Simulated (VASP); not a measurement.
Set up this calculation in VASP 6.6.1, as the native input.

* Task: electric field gradients
* Functional: PBE
* Potentials or basis: VASP PAW PBE potentials, release 64 (Ba_sv, Ti_sv, O)
* Cutoff: 520 eV
* k mesh: 8 × 8 × 8
* Occupations: fermi-dirac, width 0.05 eV
* Spin: no spin polarisation
* Dipole correction: no
* Further INCAR settings: ALGO = Normal; EDIFF = 1e-08; NBANDS = 28

The structure of BaTiO3 lies in POSCAR:

```
BaTiO3
1.0
    3.9302542101      0.0000000000      0.0000000000
    0.0000000000      2.7987067862      2.8073385284
    0.0000000000     -2.7987067862      2.8073385284
Ba Ti O
1 1 3
Direct
    0.0000000000      0.0000000000      0.0000000000
    0.5000000000      0.5079000000      0.5079000000
    0.0000000000      0.4921000000      0.4921000000
    0.5000000000      0.5025100000      0.9937100000
    0.5000000000      0.9937100000      0.5025100000
```

One way to write it, as run:

INCAR

```
ALGO = Normal ; EDIFF = 1E-8
ENCUT = 520 ; GGA = PE
ISIF = 2 ; ISMEAR = -1
LASPH = True ; LCHARG = False
LEFG = True ; LREAL = False
LWAVE = False ; NBANDS = 28
NELM = 100 ; PREC = Accurate
SIGMA = 0.05
```

KPOINTS

```
k-points
0
Gamma
  8 8 8
```

Potentials or basis: VASP PAW PBE potentials, release 64 (Ba_sv, Ti_sv, O).

Run with:

```sh
$ cat potpaw_PBE.64/Ba_sv/POTCAR potpaw_PBE.64/Ti_sv/POTCAR potpaw_PBE.64/O/POTCAR > POTCAR
$ mpirun -np 1 vasp_std > vasp.out
```

It gave:

- Pressure: 11.6 GPa
- Largest force: 0.148 eV/Å
- Band gap on the k mesh: 1.87 eV (least direct gap 2.01 eV)
- Largest electric field gradient by atom: Ba -1.5; Ti -6.3; O +20.6, +21.3 (each value once) V/Å²

Caveat: the cell stands under pressure; without QUAD_EFG the Cq values of the log hold for a quadrupole moment of 1 mb, not for the nuclei; spin-orbit coupling is left out, which moves the levels of the heavy elements.

Run time: 2.9 min on 1 thread of Intel(R) Xeon(R) Platinum 8259CL CPU @ 2.50GHz (Skylake/Cascade Lake), with other jobs on the host, peak memory 0.3 GiB.
